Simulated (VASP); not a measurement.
# HgTe (Coloradoite) in VASP: notebook

The runs below take HgTe (Coloradoite) through single point, with PBEsol.

All numbers are computed with VASP 6.6.1; they aren't measurements. Logs are shortened: lines on timing, memory, paths and dates and some standing lists are left out, and cuts for length are marked.

### Step 1. The cell of the first run

Symmetry: F-43m, No. 216, cubic system. Conventional cell: a = 6.429 Å, b = 6.429 Å, c = 6.429 Å, α = 90.00°, β = 90.00°, γ = 90.00°. Hg (site symmetry -43m) has 4 Te at 2.78 Å within 3.7 Å. Within 3.7 Å of Te (site symmetry -43m) lie 4 Hg at 2.78 Å.

### Step 2. Single point, PBEsol

The input, INCAR:

```
SYSTEM = HgTe
ALGO = Normal
EDIFF = 1E-7
ENCUT = 520
GGA = PS
ISIF = 2
ISMEAR = 0
LASPH = .TRUE.
LCHARG = .FALSE.
LREAL = .FALSE.
LWAVE = .FALSE.
NBANDS = 16
NELM = 100
PREC = Accurate
SIGMA = 0.05
```

The input, KPOINTS:

```
k-points
0
G
  6 6 6
  0 0 0
```

The input, POSCAR:

```
HgTe
1.0
    0.0000000000      3.2145000000      3.2145000000
    3.2145000000      0.0000000000      3.2145000000
    3.2145000000      3.2145000000      0.0000000000
Hg Te
1 1
Direct
    0.0000000000      0.0000000000      0.0000000000
    0.2500000000      0.2500000000      0.2500000000
```

Potentials or basis: VASP PAW PBE potentials, release 64 (Hg, Te).

Run with:

```
$ cat potpaw_PBE.64/Hg/POTCAR potpaw_PBE.64/Te/POTCAR > POTCAR
$ mpirun -np 1 vasp_std > vasp.out
```

OUTCAR:

```text
SYSTEM = HgTe
   EDIFF = 1E-7
   ENCUT = 520
   GGA = PS
   ISIF = 2
   ISMEAR = 0
   LASPH = .TRUE.
   LREAL = .FALSE.
   NELM = 100
   PREC = Accurate

 ion  position               nearest neighbor table
   1  0.000  0.000  0.000-   2 2.78   2 2.78   2 2.78   2 2.78
   2  0.250  0.250  0.250-   1 2.78   1 2.78   1 2.78   1 2.78

  LATTYP: Found a face centered cubic cell.
 ALAT       =     6.4290000000

  Lattice vectors:

 A1 = (   0.0000000000,   3.2145000000,   3.2145000000)
 A2 = (   3.2145000000,   0.0000000000,   3.2145000000)
 A3 = (   3.2145000000,   3.2145000000,   0.0000000000)

Analysis of symmetry for initial positions (statically):
=====================================================================
 Subroutine PRICEL returns:
 Original cell was already a primitive cell.

 Routine SETGRP: Setting up the symmetry group for a
 face centered cubic supercell.

 Subroutine GETGRP returns: Found 24 space group operations
 (whereof 24 operations were pure point group operations)
 out of a pool of 48 trial point group operations.

The static configuration has the point symmetry T_d .

Analysis of symmetry for dynamics (positions and initial velocities):
=====================================================================
 Subroutine PRICEL returns:
 Original cell was already a primitive cell.

 Routine SETGRP: Setting up the symmetry group for a
 face centered cubic supercell.

 Subroutine GETGRP returns: Found 24 space group operations
 (whereof 24 operations were pure point group operations)
 out of a pool of 48 trial point group operations.

The dynamic configuration has the point symmetry T_d .

 Subroutine INISYM returns: Found 24 space group operations
 (whereof 24 operations are pure point group operations),
 and found     1 'primitive' translations

----------------------------------------------------------------------------------------

                                     Primitive cell

  volume of cell :      66.4309

  direct lattice vectors                    reciprocal lattice vectors
     0.000000000  3.214500000  3.214500000    -0.155545186  0.155545186  0.155545186
     3.214500000  0.000000000  3.214500000     0.155545186 -0.155545186  0.155545186
     3.214500000  3.214500000  0.000000000     0.155545186  0.155545186 -0.155545186

  length of vectors
     4.545989496  4.545989496  4.545989496     0.269412165  0.269412165  0.269412165

  position of ions in fractional coordinates (direct lattice)
     0.000000000  0.000000000  0.000000000
     0.250000000  0.250000000  0.250000000

  ion indices of the primitive-cell ions
   primitive index   ion index
                 1           1
                 2           2

----------------------------------------------------------------------------------------

 KPOINTS: k-points

Automatic generation of k-mesh.
 Grid dimensions read from file:
 generate k-points for:    6    6    6

 Generating k-lattice:

  Cartesian coordinates                     Fractional coordinates (reciprocal lattice)
    -0.025924198  0.025924198  0.025924198     0.166666667  0.000000000  0.000000000
     0.025924198 -0.025924198  0.025924198     0.000000000  0.166666667  0.000000000
     0.025924198  0.025924198 -0.025924198     0.000000000  0.000000000  0.166666667

  Length of vectors
     0.044902027  0.044902027  0.044902027

  Shift w.r.t. Gamma in fractional coordinates (k-lattice)
     0.000000000  0.000000000  0.000000000

 Subroutine IBZKPT returns following result:
 ===========================================

 Found     16 irreducible k-points:

 Following reciprocal coordinates:
            Coordinates               Weight
  0.000000  0.000000  0.000000      1.000000
  0.166667  0.000000  0.000000      8.000000
  0.333333  0.000000  0.000000      8.000000
  0.500000  0.000000  0.000000      4.000000
  0.166667  0.166667  0.000000      6.000000
  0.333333  0.166667  0.000000     24.000000
[... 8 lines left out ...]
 -0.333333  0.333333  0.166667     24.000000
 -0.333333  0.500000  0.166667     12.000000
   k-points           NKPTS =     16   k-points in BZ     NKDIM =     16   number of bands    NBANDS=     16
   number of dos      NEDOS =    301   number of ions     NIONS =      2
   total plane-waves  NPLWV =  46656
   dimension x,y,z NGX =    36 NGY =   36 NGZ =   36
   dimension x,y,z NGXF=    72 NGYF=   72 NGZF=   72
   ions per type =               1   1
   NGX,Y,Z   is equivalent  to a cutoff of  13.17, 13.17, 13.17 a.u.
   NGXF,Y,Z  is equivalent  to a cutoff of  26.33, 26.33, 26.33 a.u.
 SYSTEM =  HgTe
   PREC   = accura    normal or accurate (medium, high low for compatibility)
   ISTART =      0    job   : 0-new  1-cont  2-samecut
   ICHARG =      2    charge: 1-file 2-atom 10-const
   ISPIN  =      1    spin polarized calculation?
   LNONCOLLINEAR =      F non collinear calculations
   LSORBIT =      F    spin-orbit coupling
   LASPH  =      T    aspherical Exc in radial PAW
   ENCUT  =  520.0 eV  38.22 Ry    6.18 a.u.   8.45  8.45  8.45*2*pi/ulx,y,z
   NELM   =    100;   NELMIN=  2; NELMDL= -5     # of ELM steps
   EDIFF  = 0.1E-06   stopping-criterion for ELM
   LREAL  =      F    real-space projection
   EDIFFG = 0.1E-05   stopping-criterion for IOM
   NSW    =      0    number of steps for IOM
   IBRION =     -1    ionic relax: 0-MD 1-quasi-New 2-CG
   NFREE  =      0    steps in history (QN), initial steepest desc. (CG)
   ISIF   =      2    stress and relaxation
   ISYM   =      2    0-nonsym 1-usesym 2-fastsym
   POTIM  = 0.5000    time-step for ionic-motion
   TEBEG  =    0.0;   TEEND  =   0.0 temperature during run
   PSTRESS=    0.0 pullay stress
   NELECT =      18.0000    total number of electrons
   NUPDOWN=      -1.0000    fix difference up-down
   EMIN   =  10.00;   EMAX   =-10.00  energy-range for DOS
   EFERMI =   0.00;   METHOD = LEGACY
   ISMEAR =     0;   SIGMA  =   0.05  broadening in eV -4-tet -1-fermi 0-gaus
   EFERMI_NEDOS =   21; number of points for ismear=-14 and -15
   IALGO  =     38    algorithm
   IMIX   =      4    mixing-type and parameters
     AMIX     =   0.40;   BMIX     =  1.00
     AMIX_MAG =   1.60;   BMIX_MAG =  1.00
  volume/ion in A,a.u.               =      33.22       224.15
  Fermi-wavevector in a.u.,A,eV,Ry     =   1.059357  2.001894 15.268958  1.122237
  Thomas-Fermi vector in A             =   2.194699
   LORBIT       =      0    0 simple, 1 ext, 2 COOP (PROOUT), +10 PAW based schemes
   GGA     = PS    functional components
   LHFCALC =     F    Hartree Fock is set to
   AEXX    =    0.0000 exact exchange contribution
   IVDW    =     0    specifies the selected vdW correction
   LEPSILON=     F    determine dielectric tensor
   LRPA    =     F    only Hartree local field effects (RPA)
 non-spin polarized calculation
 Gauss-broadening in eV      SIGMA  =   0.05
  energy-cutoff  :      520.00
  volume of cell :       66.43
 maximum number of plane-waves:      1820
 NGX is ok and might be reduce to    36
   NGX = 17   NGY = 17   NGZ = 17

 number of electron      18.0000000 magnetization

 Free energy of the ion-electron system (eV)
  ---------------------------------------------------
  ext. energy  EPLUGINS =         0.00000000
  ---------------------------------------------------
  free energy    TOTEN  =        -4.34767222 eV

  energy without entropy =       -4.34731513  energy(sigma->0) =       -4.34749368

 E-fermi :   3.1481     XC(G=0):  -9.0096

 val. band max:        3.1329056375   @ k =   0.0000   0.0000   0.0000
 cond. band min:       3.7656791017   @ k =   0.5000   0.0000   0.0000
 fundamental gap:      0.6327734642
 Fermi energy:         3.1481341203

 k-point     1 :       0.0000    0.0000    0.0000
  band No.  band energies     occupation
      1      -9.0103      2.00000
      2      -4.3160      2.00000
      3      -4.3160      2.00000
      4      -4.3160      2.00000
      5      -3.7609      2.00000
      6      -3.7609      2.00000
[... 8 lines left out ...]
     15      12.6919      0.00000
     16      12.6919      0.00000

 k-point     2 :       0.1667    0.0000    0.0000
  band No.  band energies     occupation
      1      -8.8715      2.00000
      2      -4.2783      2.00000
      3      -4.2783      2.00000
      4      -4.2629      2.00000
      5      -3.7642      2.00000
      6      -3.7642      2.00000
[... 8 lines left out ...]
     15      11.6301      0.00000
     16      11.6301      0.00000

 k-point     3 :       0.3333    0.0000    0.0000
  band No.  band energies     occupation
      1      -8.5723      2.00000
      2      -4.2130      2.00000
      3      -4.2130      2.00000
      4      -3.9721      2.00000
      5      -3.7547      2.00000
      6      -3.7547      2.00000
[... 8 lines left out ...]
     15      11.9556      0.00000
     16      11.9556      0.00000

 k-point     4 :       0.5000    0.0000    0.0000
  band No.  band energies     occupation
      1      -8.4110      2.00000
      2      -4.1878      2.00000
      3      -4.1878      2.00000
      4      -3.7391      2.00000
      5      -3.7391      2.00000
      6      -3.4491      2.00000
[... 8 lines left out ...]
     15      13.1488      0.00000
     16      13.1488      0.00000

 k-point     5 :       0.1667    0.1667    0.0000
  band No.  band energies     occupation
      1      -8.8246      2.00000
      2      -4.2984      2.00000
      3      -4.2398      2.00000
      4      -4.2398      2.00000
      5      -3.7865      2.00000
      6      -3.7446      2.00000
[... 8 lines left out ...]
     15      11.5092      0.00000
     16      12.8263      0.00000

 k-point     6 :       0.3333    0.1667    0.0000
  band No.  band energies     occupation
      1      -8.5757      2.00000
      2      -4.2252      2.00000
      3      -4.1635      2.00000
      4      -4.0888      2.00000
      5      -3.7714      2.00000
      6      -3.7316      2.00000
[... 8 lines left out ...]
     15      12.4122      0.00000
     16      12.8138      0.00000

 k-point     7 :       0.5000    0.1667    0.0000
  band No.  band energies     occupation
      1      -8.3615      2.00000
      2      -4.1725      2.00000
      3      -4.1311      2.00000
      4      -3.8214      2.00000
      5      -3.7339      2.00000
      6      -3.4906      2.00000
[... 8 lines left out ...]
     15      12.7050      0.00000
     16      13.2815      0.00000

 k-point     8 :      -0.3333    0.1667    0.0000
  band No.  band energies     occupation
      1      -8.4159      2.00000
      2      -4.1682      2.00000
      3      -4.1609      2.00000
      4      -3.8186      2.00000
      5      -3.7697      2.00000
      6      -3.6534      2.00000
[... 8 lines left out ...]
     15      11.8894      0.00000
     16      13.1789      0.00000

 k-point     9 :      -0.1667    0.1667    0.0000
  band No.  band energies     occupation
      1      -8.6768      2.00000
      2      -4.2343      2.00000
      3      -4.2141      2.00000
      4      -4.1497      2.00000
      5      -3.7840      2.00000
      6      -3.7394      2.00000
[... 8 lines left out ...]
     15      11.9707      0.00000
     16      12.2127      0.00000

 k-point    10 :       0.3333    0.3333    0.0000
  band No.  band energies     occupation
      1      -8.4202      2.00000
      2      -4.1940      2.00000
      3      -4.0628      2.00000
      4      -4.0628      2.00000
      5      -3.7236      2.00000
      6      -3.7118      2.00000
[... 8 lines left out ...]
     15      13.1752      0.00000
     16      14.6887      0.00000

 k-point    11 :       0.5000    0.3333    0.0000
  band No.  band energies     occupation
      1      -8.2562      2.00000
      2      -4.1363      2.00000
      3      -4.0146      2.00000
      4      -3.9525      2.00000
      5      -3.7143      2.00000
      6      -3.4214      2.00000
[... 8 lines left out ...]
     15      13.5415      0.00000
     16      14.4847      0.00000

 k-point    12 :      -0.3333    0.3333    0.0000
  band No.  band energies     occupation
      1      -8.2557      2.00000
      2      -4.1327      2.00000
      3      -4.0600      2.00000
      4      -3.8261      2.00000
      5      -3.7532      2.00000
      6      -3.3174      2.00000
[... 8 lines left out ...]
     15      12.1358      0.00000
     16      14.8469      0.00000

 k-point    13 :       0.5000    0.5000    0.0000
  band No.  band energies     occupation
      1      -8.2002      2.00000
      2      -4.1487      2.00000
      3      -3.9581      2.00000
      4      -3.9581      2.00000
      5      -3.6953      2.00000
      6      -3.2937      2.00000
[... 8 lines left out ...]
     15      13.4194      0.00000
     16      14.5672      0.00000

 k-point    14 :       0.5000    0.3333    0.1667
  band No.  band energies     occupation
      1      -8.3650      2.00000
      2      -4.1430      2.00000
      3      -4.1106      2.00000
      4      -3.9318      2.00000
      5      -3.7367      2.00000
      6      -3.6212      2.00000
[... 8 lines left out ...]
     15      13.3405      0.00000
     16      14.1424      0.00000

 k-point    15 :      -0.3333    0.3333    0.1667
  band No.  band energies     occupation
      1      -8.2557      2.00000
      2      -4.1167      2.00000
      3      -4.0762      2.00000
      4      -3.8152      2.00000
      5      -3.7745      2.00000
      6      -3.2894      2.00000
[... 8 lines left out ...]
     15      13.4180      0.00000
     16      14.1520      0.00000

 k-point    16 :      -0.3333    0.5000    0.1667
  band No.  band energies     occupation
      1      -8.2013      2.00000
      2      -4.1002      2.00000
      3      -4.0172      2.00000
      4      -3.8912      2.00000
      5      -3.7443      2.00000
      6      -3.1579      2.00000
[... 8 lines left out ...]
     15      14.0321      0.00000
     16      14.3086      0.00000

------------------------ aborting loop because EDIFF is reached ----------------------------------------

  FORCE on cell =-STRESS in cart. coord.  units (eV):
  Direction    XX          YY          ZZ          XY          YZ          ZX
  --------------------------------------------------------------------------------------
  -------------------------------------------------------------------------------------
  Total        0.8014910      0.8014910      0.8014910      0.0000000      0.0000000     -0.0000000
  in kB       19.3303148     19.3303148     19.3303148      0.0000000      0.0000000     -0.0000000
  external PRESSURE =      19.3303148 kB  Pullay stress =       0.0000000 kB

 VOLUME and BASIS-vectors are now :
 -----------------------------------------------------------------------------
  energy-cutoff  :      520.00
  volume of cell :       66.43
      direct lattice vectors                 reciprocal lattice vectors
     0.000000000  3.214500000  3.214500000    -0.155545186  0.155545186  0.155545186
     3.214500000  0.000000000  3.214500000     0.155545186 -0.155545186  0.155545186
     3.214500000  3.214500000  0.000000000     0.155545186  0.155545186 -0.155545186

 POSITION                                       TOTAL-FORCE (eV/Angst)
 -----------------------------------------------------------------------------------
      0.00000      0.00000      0.00000         0.000000     -0.000000      0.000000
      1.60725      1.60725      1.60725        -0.000000      0.000000     -0.000000
 -----------------------------------------------------------------------------------
    total drift:                               -0.000000     -0.000000     -0.000000

  FREE ENERGIE OF THE ION-ELECTRON SYSTEM (eV)
  ---------------------------------------------------
  free  energy   TOTEN  =        -4.3476722197 eV

  energy  without entropy=       -4.3473151310  energy(sigma->0) =       -4.34749368
```

Wall time 34 s (1 thread of Intel Xeon Platinum 8259CL at 2.50GHz (Skylake/Cascade Lake), shared host); peak memory 0.2 GiB.

Results:

* Free energy: -4.3477 eV
* Pressure: 1.9 GPa
* Band gap on the k mesh: zero (filled and empty bands touch)

Caveat: the PAW data sets were made with another functional, which shifts forces and pressure a little; spin-orbit coupling is left out, which moves the levels of the heavy elements.

(Continued in part 2 of 2.)
